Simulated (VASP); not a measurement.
The system is Si.

```
CELL_PARAMETERS angstrom
0.00000 2.72212 2.72212
2.72212 0.00000 2.72212
2.72212 2.72212 0.00000
ATOMIC_POSITIONS crystal
Si 0.25000 0.25000 0.25000
Si 0.00000 0.00000 0.00000
```

Program: VASP 6.6.1. Alike in all runs: task single point; no spin polarisation; cell as given; cutoff (eV) 520; smearing gaussian 0.01 eV.

Problem. Order these runs on this cell by their pressure, lowest first.
A. level LDA; potentials or basis VASP PAW LDA potentials, release 64 (Si); k mesh 8 × 8 × 8
B. level PBE; potentials or basis VASP PAW PBE potentials, release 64 (Si); k mesh 4 × 4 × 4
C. level r2SCAN; potentials or basis VASP PAW PBE potentials, release 64 (Si); k mesh 8 × 8 × 8

Solution. A (-2.1 GPa), C (-0.2 GPa), B (1.8 GPa).

Caveats: some runs use coarse meshes; the PAW data sets were made with another functional, which shifts forces and pressure a little (some runs).
